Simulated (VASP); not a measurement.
## MgSe3: single point with PBE

MgSe3:

```xyz
4
Lattice="4.4043 0.0000 0.0000 0.0000 4.4043 0.0000 0.0000 0.0000 4.4043" Properties=species:S:1:pos:R:3 pbc="T T T"
Mg    0.0000    0.0000    0.0000
Se    0.0000    2.2021    2.2021
Se    2.2021    0.0000    2.2021
Se    2.2021    2.2021    0.0000
```

| Property | Result |
| --- | --- |
| Program | VASP 6.6.1 |
| Task | single point |
| Functional | PBE |
| Potentials or basis | VASP PAW PBE potentials, release 64 (Mg, Se) |
| Cutoff | 520 eV |
| k mesh | 4 × 4 × 4 |
| Occupations | gaussian, width 0.1 eV |
| Spin | no spin polarisation |

The pressure is -0.4 GPa. The band gap on the k mesh is zero (band 10 reaches 6.12 eV, above the bottom of band 11 at 4.34 eV).

Levels at points of the mesh, in eV from the Fermi level:
```
           k point  band 8  band 9  band 10  band 11  band 12  band 13
(0.00, 0.00, 0.00)   -1.01   -1.01    -0.55     0.88     0.88     0.88
(0.50, 0.00, 0.00)   -2.76   -2.34    -1.98     0.45     0.45     3.13
(0.50, 0.50, 0.00)   -2.44   -2.44    -2.43     1.31     1.31     2.43
(0.50, 0.50, 0.50)   -1.19    1.43     1.43     1.43     1.45     1.45
```

It took 14 s on 1 thread of Intel(R) Xeon(R) Platinum 8559C (Emerald Rapids), on a shared host, peak memory 0.2 GiB.
